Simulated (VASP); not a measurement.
# Ca9Mg7S16 (P1) in VASP: further runs, part 2 of 2

VASP 6.6.1. Earlier steps stand in the parts before.

## Step 3: Single point, HSE06

This run uses another cell than the first one, of 20.21 Å³/atom.

File POSCAR:

```
Ca9Mg7S16
1.0
   10.8961710000      0.0000000000      0.0000000000
    0.0000000000     10.8961710000      0.0000000000
    0.0000000000      0.0000000000     10.8961710000
S Mg Ca
32 14 18
Direct
    0.2422500000      0.0080110000      0.0011330000
    0.2569500000      0.0080910000      0.4998250000
    0.2469030000      0.4917800000      0.0002840000
    0.2505750000      0.4918960000      0.5001240000
    0.7575500000      0.9928610000      0.0085030000
    0.7435530000      0.0002410000      0.4921030000
    0.7515270000      0.5077060000      0.0015130000
    0.7496120000      0.5001800000      0.4978160000
    0.0085600000      0.2505560000      0.9915800000
    0.0092720000      0.2494200000      0.5085700000
    0.9926960000      0.7487920000      0.9998270000
    0.9999000000      0.7503010000      0.4999030000
    0.4904030000      0.2577640000      0.9998880000
    0.4902320000      0.2424260000      0.5007010000
    0.5062970000      0.7420110000      0.0080200000
    0.4996100000      0.7571820000      0.4919940000
    0.9907490000      0.0006340000      0.2422910000
    0.9988100000      0.0088440000      0.7588600000
    0.9893590000      0.4991400000      0.2400010000
    0.9901460000      0.4903100000      0.7605390000
    0.5100240000      0.0017730000      0.2567780000
    0.5013730000      0.0090160000      0.7443020000
    0.5106750000      0.4980470000      0.2411400000
    0.5093720000      0.4902010000      0.7590670000
    0.2598030000      0.2500070000      0.2506650000
    0.2521390000      0.2505530000      0.7497820000
    0.2586410000      0.7498250000      0.2494970000
    0.2503240000      0.7492890000      0.7505270000
    0.7396720000      0.2514410000      0.2491660000
    0.7478130000      0.2583240000      0.7505140000
    0.7399190000      0.7484070000      0.2417550000
    0.7490050000      0.7415070000      0.7575920000
    0.9984940000      0.0021120000      0.0004720000
    0.9963160000      0.4981060000      0.9993300000
    0.5003250000      0.0032930000      0.4971160000
    0.5041090000      0.4978740000      0.0017780000
    0.2499800000      0.2519140000      0.9978620000
    0.2528210000      0.2486240000      0.5023150000
    0.7501850000      0.7469760000      0.0028200000
    0.7473550000      0.9986540000      0.2486160000
    0.7473710000      0.5009710000      0.2447750000
    0.7496900000      0.4978330000      0.7570750000
    0.0020870000      0.2509340000      0.7532210000
    0.4998470000      0.2502250000      0.2495260000
    0.4978680000      0.2508370000      0.7507400000
    0.5036850000      0.7496920000      0.2484700000
    0.0001420000      0.0019440000      0.5004180000
    0.9986430000      0.4977010000      0.5015220000
    0.5011680000      0.0015170000      0.0030170000
    0.5014040000      0.4969290000      0.4983560000
    0.2493930000      0.7482080000      0.0010800000
    0.2518510000      0.7511910000      0.4989630000
    0.7492150000      0.2534000000      0.9998980000
    0.7465040000      0.2504900000      0.4997790000
    0.7477350000      0.7498490000      0.4969070000
    0.2534700000      0.0022110000      0.2503910000
    0.2502130000      0.0043590000      0.7506190000
    0.2533630000      0.4976010000      0.2478290000
    0.2500220000      0.4957110000      0.7524830000
    0.7499230000      0.0019340000      0.7517680000
    0.9996140000      0.2499670000      0.2468570000
    0.9948100000      0.7498500000      0.2465210000
    0.9975560000      0.7482570000      0.7532170000
    0.5017720000      0.7482030000      0.7516840000
```

File INCAR.step1:

```
SYSTEM = Ca9Mg7S16
  PREC = Accurate
  ENCUT = 520
  EDIFF = 1E-5
  ISMEAR = -1
  SIGMA = 0.05
  LREAL = Auto
  LASPH = .True.
  NELM = 100
  ALGO = Normal
  ISIF = 2
  LWAVE = .True.
  LCHARG = .False.
  GGA = PE
  NBANDS = 238
  LUSENCCL = .False.
```

File INCAR.step2:

```
SYSTEM = Ca9Mg7S16
  PREC = Accurate
  ENCUT = 520
  EDIFF = 1E-7
  ISMEAR = -1
  SIGMA = 0.05
  LREAL = Auto
  LASPH = .True.
  NELM = 100
  ALGO = Normal
  ISIF = 2
  LWAVE = .False.
  LCHARG = .False.
  GGA = PE
  LHFCALC = .True.
  HFSCREEN = 0.2079
  PRECFOCK = Fast
  ISTART = 1
  NBANDS = 238
  LUSENCCL = .False.
```

File KPOINTS:

```
regular mesh
0
Gamma
  1 1 1
  0 0 0
```

Potentials or basis: VASP PAW PBE potentials, release 64 (S, Mg, Ca_sv).

Run with:

```sh
$ cat potpaw_PBE.64/S/POTCAR potpaw_PBE.64/Mg/POTCAR potpaw_PBE.64/Ca_sv/POTCAR > POTCAR
$ cp INCAR.step1 INCAR
$ mpirun -np 1 vasp_gam > vasp.out
$ cp INCAR.step2 INCAR
$ mpirun -np 1 vasp_gam > vasp.out
```

OUTCAR:

```text
SYSTEM = Ca9Mg7S16
   PREC = Accurate
   ENCUT = 520
   EDIFF = 1E-7
   ISMEAR = -1
   LREAL = Auto
   LASPH = .True.
   NELM = 100
   ISIF = 2
   GGA = PE
   LHFCALC = .True.
   HFSCREEN = 0.2079
   PRECFOCK = Fast
   ISTART = 1

 ion  position               nearest neighbor table
   1  0.242  0.008  0.001-  33 2.66  37 2.66  56 2.72  57 2.73  49 2.82  51 2.83
   2  0.257  0.008  0.500-  38 2.62  35 2.65  56 2.72  57 2.73  47 2.80  52 2.80
   3  0.247  0.492  0.000-  37 2.61  58 2.70  59 2.70  34 2.73  51 2.79  36 2.80
   4  0.251  0.492  0.500-  38 2.65  50 2.73  48 2.75  58 2.75  59 2.75  52 2.83
[... 582 lines left out ...]
  in kB       18.4120166     21.8191197     22.0984153      0.0025043     -0.2080166      0.1939362
  external PRESSURE =      20.7765172 kB  Pullay stress =       0.0000000 kB

 VOLUME and BASIS-vectors are now :
 -----------------------------------------------------------------------------
  energy-cutoff  :      520.00
  volume of cell :     1293.66
      direct lattice vectors                 reciprocal lattice vectors
    10.896171000  0.000000000  0.000000000     0.091775359  0.000000000  0.000000000
     0.000000000 10.896171000  0.000000000     0.000000000  0.091775359  0.000000000
     0.000000000  0.000000000 10.896171000     0.000000000  0.000000000  0.091775359

 POSITION                                       TOTAL-FORCE (eV/Angst)
 -----------------------------------------------------------------------------------
      2.63960      0.08729      0.01235        -0.094817      0.055113     -0.002301
      2.79977      0.08816      5.44618         0.071383      0.061174     -0.000512
      2.69030      5.35852      0.00309        -0.009447     -0.069755      0.001553
      2.73031      5.35978      5.44944        -0.030869     -0.051933     -0.008970
      8.25439     10.81838      0.09265         0.074775     -0.077494      0.065915
      8.10188      0.00263      5.36204        -0.069026     -0.007122     -0.078444
[... 56 lines left out ...]
     10.86954      8.15314      8.20718        -0.020770     -0.003163      0.011999
      5.46739      8.15255      8.19048         0.011623      0.001216     -0.001536
 -----------------------------------------------------------------------------------
    total drift:                                0.003247     -0.009986     -0.000862

  FREE ENERGIE OF THE ION-ELECTRON SYSTEM (eV)
  ---------------------------------------------------
  free  energy   TOTEN  =      -344.3232475310 eV

  energy  without entropy=     -344.3232475309  energy(sigma->0) =     -344.32324753
```

OUTCAR.step1:

```text
SYSTEM = Ca9Mg7S16
   PREC = Accurate
   ENCUT = 520
   EDIFF = 1E-5
   ISMEAR = -1
   LREAL = Auto
   LASPH = .True.
[... 602 lines left out ...]
      8.10188      0.00263      5.36204        -0.041082     -0.005098     -0.049697
[... 56 lines left out ...]
     10.86954      8.15314      8.20718        -0.013889      0.001888     -0.001253
      5.46739      8.15255      8.19048         0.002173      0.005998     -0.003916
 -----------------------------------------------------------------------------------
    total drift:                                0.003356     -0.010241     -0.000818

  FREE ENERGIE OF THE ION-ELECTRON SYSTEM (eV)
  ---------------------------------------------------
  free  energy   TOTEN  =      -301.2902282577 eV

  energy  without entropy=     -301.2902282575  energy(sigma->0) =     -301.29022826
```

OSZICAR.step1:

```text
N       E                     dE             d eps       ncg     rms          rms(c)
DAV:   1     0.482616563301E+04    0.48262E+04   -0.20464E+05   484   0.164E+03
DAV:   2     0.290518528215E+03   -0.45356E+04   -0.44006E+04   626   0.449E+02
DAV:   3    -0.276310534863E+03   -0.56683E+03   -0.54391E+03   640   0.137E+02
DAV:   4    -0.312174870884E+03   -0.35864E+02   -0.35696E+02   680   0.344E+01
DAV:   5    -0.314745867277E+03   -0.25710E+01   -0.25697E+01   840   0.734E+00    0.268E+01
DAV:   6    -0.302746186845E+03    0.12000E+02   -0.27811E+01   560   0.647E+00    0.203E+01
DAV:   7    -0.301227369242E+03    0.15188E+01   -0.92996E+00   544   0.449E+00    0.111E+01
DAV:   8    -0.301278746961E+03   -0.51378E-01   -0.12991E+00   584   0.237E+00    0.235E+00
DAV:   9    -0.301290262781E+03   -0.11516E-01   -0.22722E-01   592   0.818E-01    0.181E+00
DAV:  10    -0.301290662454E+03   -0.39967E-03   -0.22805E-02   800   0.212E-01    0.148E+00
DAV:  11    -0.301289643897E+03    0.10186E-02   -0.67489E-03   544   0.131E-01    0.876E-01
DAV:  12    -0.301290351850E+03   -0.70795E-03   -0.11585E-02   552   0.179E-01    0.452E-01
DAV:  13    -0.301290319290E+03    0.32560E-04   -0.10909E-03   664   0.594E-02    0.372E-01
DAV:  14    -0.301290252989E+03    0.66302E-04   -0.26614E-04   480   0.252E-02    0.232E-01
DAV:  15    -0.301290223135E+03    0.29854E-04   -0.20183E-04   592   0.397E-02    0.102E-01
DAV:  16    -0.301290228434E+03   -0.52994E-05   -0.20701E-04   536   0.248E-02    0.787E-02
DAV:  17    -0.301290228258E+03    0.17674E-06   -0.17126E-05   344   0.842E-03
   1 F= -.30129023E+03 E0= -.30129023E+03  d E =-.139398E-09
```

Wall time 11 min (1 × NVIDIA H100 80GB with 1 thread of AMD EPYC 7R13 (Zen 3), shared host); peak memory 1.8 GiB.

Results:

```yaml
Free_energy: -344.3232 eV
Pressure: 2.1 GPa
Largest_force: 0.126 eV/Å
Band_gap_on_the_k_mesh: 3.66 eV
```

Forces on the atoms (eV/Å):
```
S   -0.095  0.055 -0.002
S    0.071  0.061 -0.001
S   -0.009 -0.070  0.002
S   -0.031 -0.052 -0.009
S    0.075 -0.077  0.066
S   -0.069 -0.007 -0.078
S   -0.013  0.095 -0.013
S    0.030  0.012 -0.006
S    0.067 -0.023 -0.073
S    0.082 -0.001  0.070
S   -0.060  0.027  0.001
S    0.057  0.013  0.014
S   -0.063  0.070  0.001
S   -0.067 -0.099 -0.002
S    0.071 -0.057  0.065
S   -0.013  0.092 -0.061
S   -0.094 -0.003 -0.081
S   -0.011  0.076  0.078
S   -0.059  0.003 -0.039
S   -0.073 -0.067  0.028
S    0.077 -0.009  0.089
S    0.002  0.042 -0.078
S    0.033  0.004 -0.081
S    0.068 -0.035  0.063
S    0.056  0.004  0.006
S    0.000 -0.001 -0.007
S    0.095 -0.004  0.016
S    0.022 -0.003 -0.023
S   -0.059 -0.010  0.014
S   -0.008  0.087 -0.010
S   -0.075  0.019 -0.087
S    0.000 -0.067  0.075
Mg  -0.005  0.011 -0.001
Mg  -0.001 -0.006 -0.006
Mg   0.001  0.013 -0.011
Mg   0.018 -0.002  0.006
Mg   0.000  0.008 -0.002
Mg   0.007 -0.005  0.002
Mg  -0.012 -0.012  0.004
Mg  -0.014  0.005 -0.008
Mg  -0.015  0.004 -0.014
Mg  -0.008  0.000  0.016
Mg   0.009  0.007  0.009
Mg   0.002 -0.001 -0.002
Mg  -0.004  0.009  0.001
Mg   0.016 -0.007 -0.010
Ca  -0.023  0.019 -0.017
Ca  -0.034 -0.017 -0.001
Ca   0.016  0.011  0.016
Ca   0.008 -0.012  0.003
Ca  -0.023 -0.011  0.010
Ca  -0.003  0.000  0.000
Ca   0.018 -0.011  0.002
Ca   0.000 -0.010  0.015
Ca  -0.028 -0.022  0.006
Ca   0.005 -0.004 -0.005
Ca   0.007 -0.015  0.007
Ca   0.007  0.006 -0.016
Ca   0.009 -0.006  0.021
Ca   0.000 -0.021  0.008
Ca   0.041  0.002  0.013
Ca   0.005 -0.007  0.004
Ca  -0.021 -0.003  0.012
Ca   0.012  0.001 -0.002
```

Levels at points of the mesh, in eV from the valence-band top:
```tsv
k point	band 196	band 197	band 198	band 199	band 200	band 201	band 202	band 203	band 204	band 205
(0.00, 0.00, 0.00)	-0.65	-0.61	-0.04	-0.02	0.00	3.66	3.68	3.69	4.54	4.56
```

Caveat: the k points lie up to 0.58 Å⁻¹ apart; the PAW data sets were made with another functional, which shifts forces and pressure a little. A k mesh can miss the band edges.
